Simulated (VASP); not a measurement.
A run of VASP 6.6.1 is set up as follows.

The input INCAR:

```
SYSTEM = Sn
PREC     = Accurate       ! precision mode
ENCUT    = 520            ! plane-wave cutoff, eV
EDIFF    = 1E-6           ! SCF threshold, eV
ISMEAR   = 0              ! smearing method
SIGMA    = 0.15           ! smearing width, eV
LREAL    = .FALSE.        ! projectors in reciprocal space
LASPH    = .TRUE.         ! aspherical terms in the spheres
NELM     = 60             ! most SCF steps
ALGO     = Fast           ! electronic algorithm
ISIF     = 2              ! what is computed and relaxed
LWAVE    = .FALSE.        ! write WAVECAR
LCHARG   = .TRUE.         ! write CHGCAR
GGA      = PS             ! functional
LELF     = .TRUE.         ! ELF
LVHAR    = .TRUE.       
NBANDS   = 21             ! bands
```

Contents of KPOINTS:

```
regular mesh
0
G
  12 12 12
  0 0 0
```

Contents of POSCAR:

```
Sn
1.0
    0.0000000000      3.1482320000      3.2456000000
    3.3429680000      0.0000000000      3.2456000000
    3.3429680000      3.1482320000      0.0000000000
Sn
2
Direct
    0.5000000000      0.5000000000      0.5000000000
    0.7500000000      0.7500000000      0.7500000000
```

Potentials or basis: VASP PAW PBE potentials, release 64 (Sn_d).

Command:

```bash
$ cat potpaw_PBE.64/Sn_d/POTCAR > POTCAR
$ mpirun -np 1 vasp_std > vasp.out
```

What does it give for the pressure?

1.0 GPa.

What does it give for the band gap on the k mesh?

Zero (bands 14 and 15 overlap by 0.19 eV).

Stress tensor (GPa, compression positive):
```
0.02 0.00 0.00
0.00 1.81 0.00
0.00 0.00 1.04
```

Caveat: the cell differs from its parent crystal (strain +0.0300 x Voigt [1, -1, 0, 0, 0, 0]); the PAW data sets were made with another functional, which shifts forces and pressure a little; spin-orbit coupling is left out, which moves the levels of the heavy elements.
